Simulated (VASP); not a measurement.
Here is a VASP 6.6.1 calculation.

File POSCAR:

```
C
1.0
    0.0000000000      1.8078331732      1.7355198462
    1.8078331732      0.0000000000      1.7355198462
    1.8078331732      1.8078331732      0.0000000000
C
2
Direct
    0.5000000000      0.5000000000      0.5000000000
    0.7500000000      0.7500000000      0.7500000000
```

The input INCAR.step1:

```
SYSTEM = C
ALGO = Normal ; EDIFF = 1E-4
ENCUT = 520 ; GGA = PE
ISMEAR = 0 ; LASPH = .True.
LCHARG = .False. ; LREAL = .False.
LWAVE = .True. ; NBANDS = 11
NELM = 80 ; PREC = Accurate
SIGMA = 0.05
```

INCAR.step2

```
SYSTEM = C
ALGO = Normal ; EDIFF = 1E-7
ENCUT = 520 ; ISIF = 2
ISMEAR = 0 ; ISTART = 1
LASPH = .True. ; LCHARG = .False.
LMIXTAU = .True. ; LREAL = .False.
LWAVE = .False. ; METAGGA = R2SCAN
NBANDS = 11 ; NELM = 80
PREC = Accurate ; SIGMA = 0.05
```

The input KPOINTS:

```
k-points
0
Gamma
  12 12 12
  0 0 0
```

Potentials or basis: VASP PAW PBE potentials, release 64 (C).

Run with:

```console
$ cat potpaw_PBE.64/C/POTCAR > POTCAR
$ cp INCAR.step1 INCAR
$ mpirun -np 1 vasp_std > vasp.out
$ cp INCAR.step2 INCAR
$ mpirun -np 1 vasp_std > vasp.out
```

Q: Estimate the pressure.

A: -1.3 GPa.

Q: What does it give for the band gap on the k mesh?

A: 3.27 eV, indirect (least direct gap 5.08 eV).

Stress tensor (GPa, compression positive):
```
-14.11   0.00   0.00
  0.00 -14.11   0.00
  0.00   0.00  24.34
```

Caveat: the PAW data sets were made with another functional, which shifts forces and pressure a little. A k mesh can miss the band edges.
